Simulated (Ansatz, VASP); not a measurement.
Ru: VASP beside Ansatz

The input INCAR:

```
SYSTEM = Ru
  ALGO = Fast
  EDIFF = 1E-6
  ENCUT = 520
  GGA = PS
  ISIF = 2
  ISMEAR = 0
  LASPH = .TRUE.
  LCHARG = .TRUE.
  LELF = .TRUE.
  LREAL = .FALSE.
  LVHAR = .TRUE.
  LWAVE = .FALSE.
  NBANDS = 21
  NELM = 60
  PREC = Accurate
  SIGMA = 0.15
```

Contents of KPOINTS:

```
k-points
0
G
  21 21 12
  0 0 0
```

File POSCAR:

```
Ru
1.0
    2.7771770758      0.0000000000      0.0000000000
   -1.3885885379      2.4051058984      0.0000000000
    0.0000000000      0.0000000000      4.0524567889
Ru
2
Direct
    0.3333333333      0.6666666667      0.2500000000
    0.6666666667      0.3333333333      0.7500000000
```

Input for Ansatz:

```yaml
crystal:
  lattice:
    - [2.7771770758, 0.0, 0.0]
    - [-1.3885885379, 2.4051058984, 0.0]
    - [0.0, 0.0, 4.0524567889]
  atoms:
    - { symbol: Ru, position: [0.3333333333, 0.6666666667, 0.25] }
    - { symbol: Ru, position: [0.6666666667, 0.3333333333, 0.75] }
basis:
  ecutwfc: 420
kpoints:
  mp_grid: { grid: [21, 21, 12] }
hamiltonian:
  xc: pbesol
  pseudopotentials: { kind: paw, azcp: { folder: soft_1 } }
scf:
  occupations: { method: gaussian, width: 0.15 }
output:
  forces: true
  stress: true
  eigenvalues: true
  write_density: true
  write_potential: true
  elf: true
  volumetric_format: npy
```

Alike in both runs: task single point; functional PBEsol; k mesh 21 × 21 × 12; occupations gaussian, width 0.15 eV; no spin polarisation.

|  | VASP | Ansatz |
| --- | --- | --- |
| version | VASP 6.6.1 | Ansatz 0.2.0 |
| potentials or method | VASP PAW PBE potentials, release 64 (Ru_pv), cutoff 520 eV | scalar-relativistic, plane waves, PAW |
| valence electrons in the cell | 28 | 32 |

|  | VASP | Ansatz | Ansatz less VASP |
| --- | --- | --- | --- |
| gap on the k mesh at the Fermi level (eV) | none | none | - |
| pressure (GPa) | -2.0 | -1.9 | +0.11 |
| traceless stress, the component that is largest in VASP (GPa) | 22.60 | 22.63 | +0.030 |

VASP's potentials were made for PBE, not for PBEsol, and Ansatz warns of the same on its side. A gap of «none» marks a metal or a gap that the smearing closes. With one functional, cell and mesh, what is left measures potentials, basis and numerics. VASP's potentials hold 28 valence electrons a cell and Ansatz's 32, so a difference there can come from the potentials and not from the codes.
